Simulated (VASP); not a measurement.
Input of a VASP 6.6.1 run:

INCAR

```
ALGO     = Normal         # electronic algorithm
EDIFF    = 1E-6           # SCF threshold, eV
ENCUT    = 520            # plane-wave cutoff, eV
GGA      = PE             # functional
ISIF     = 2              # what is computed and relaxed
ISMEAR   = -1             # smearing method
LASPH    = T              # aspherical terms in the spheres
LCHARG   = F              # write CHGCAR
LREAL    = F              # projectors in reciprocal space
LWAVE    = F              # write WAVECAR
NBANDS   = 20             # bands
NELM     = 60             # most SCF steps
PREC     = Accurate       # precision mode
SIGMA    = 0.1            # smearing width, eV
```

The input KPOINTS:

```
k-points
0
Gamma
  17 17 10
```

The input POSCAR:

```
In
1.0
    3.4000647759      0.0000000000      0.0000000000
   -1.7000323879      2.9445424705      0.0000000000
    0.0000000000      0.0000000000      5.5260131684
In
2
Direct
    0.3333333333      0.6666666667      0.2500000000
    0.6666666667      0.3333333333      0.7500000000
```

Potentials or basis: VASP PAW PBE potentials, release 64 (In_d).

The run is started by

```bash
$ cat potpaw_PBE.64/In_d/POTCAR > POTCAR
$ mpirun -np 1 vasp_std > vasp.out
```

**Question.** What does it give for the pressure?

**Answer.** 0.0 GPa.

**Question.** Estimate the band gap on the k mesh.

**Answer.** Zero (band 13 reaches 10.47 eV, above the bottom of band 14 at 4.47 eV).

Stress tensor (GPa, compression positive):
```
 0.11  0.00  0.00
 0.00  0.11  0.00
 0.00  0.00 -0.07
```

Caveat: spin-orbit coupling is left out, which moves the levels of the heavy elements.
